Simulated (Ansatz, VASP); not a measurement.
AlAs: VASP beside Ansatz

The input INCAR:

```
ALGO = Normal
EDIFF = 1E-6
ENCUT = 500
GGA = PE
GGA_COMPAT = False
ISIF = 2
ISMEAR = 0
LASPH = True
LCHARG = False
LREAL = False
LWAVE = False
NBANDS = 11
NELM = 120
PREC = Accurate
SIGMA = 0.02
```

KPOINTS

```
k-points
0
Gamma
  8 8 8
```

File POSCAR:

```
AlAs
1.0
    0.0000000000      2.8642081016      2.8642081016
    2.8642081016      0.0000000000      2.8642081016
    2.8642081016      2.8642081016      0.0000000000
Al As
1 1
Direct
    0.0000000000      0.0000000000      0.0000000000
    0.2500000000      0.2500000000      0.2500000000
```

Input for Ansatz:

```yaml
crystal:
  lattice:
    - [0.0, 2.8642081016, 2.8642081016]
    - [2.8642081016, 0.0, 2.8642081016]
    - [2.8642081016, 2.8642081016, 0.0]
  atoms:
    - { symbol: Al, position: [0.0, 0.0, 0.0] }
    - { symbol: As, position: [0.25, 0.25, 0.25] }
basis:
  ecutwfc: 420
kpoints:
  mp_grid: { grid: [8, 8, 8] }
  band_path:
    path:
      - [[0.0, 0.0, 0.0], [-0.5, -0.5, 0.0], [-0.375, -0.375, 0.25]]
      - [[-0.375, 0.0, 0.375], [0.0, 0.0, 0.0], [0.0, 0.0, 0.5], [-0.5, -0.25, 0.25], [-0.5, -0.5, 0.0]]
    npoints: 10
hamiltonian:
  xc: pbe
scf:
  occupations: { method: gaussian, width: 0.02 }
  n_extra_bands: 7
output:
  forces: true
  stress: true
  eigenvalues: true
  dos: { projected: false, de: 0.02, nscf_kmesh: { grid: [12, 12, 12] } }
  write_density: true
  write_potential: true
  elf: true
  volumetric_format: npy
```

Alike in both runs: task single point; functional PBE; k mesh 8 × 8 × 8; occupations gaussian, width 0.02 eV; no spin polarisation.

|  | VASP | Ansatz |
| --- | --- | --- |
| version | VASP 6.6.1 | Ansatz 0.2.0 |
| potentials or method | VASP PAW PBE potentials, release 64 (Al, As), cutoff 500 eV | scalar-relativistic, plane waves, PAW |
| valence electrons in the cell | 8 | 18 |

|  | VASP | Ansatz | Ansatz less VASP |
| --- | --- | --- | --- |
| gap on the k mesh at the Fermi level (eV) | 1.49 | 1.50 | +0.009 |
| least direct gap on the mesh (eV) | 1.78 | 1.78 | -0.005 |
| pressure (GPa) | 0.2 | 0.0 | -0.16 |

With one functional, cell and mesh, what is left measures potentials, basis and numerics. VASP's potentials hold 8 valence electrons a cell and Ansatz's 18, so a difference there can come from the potentials and not from the codes.
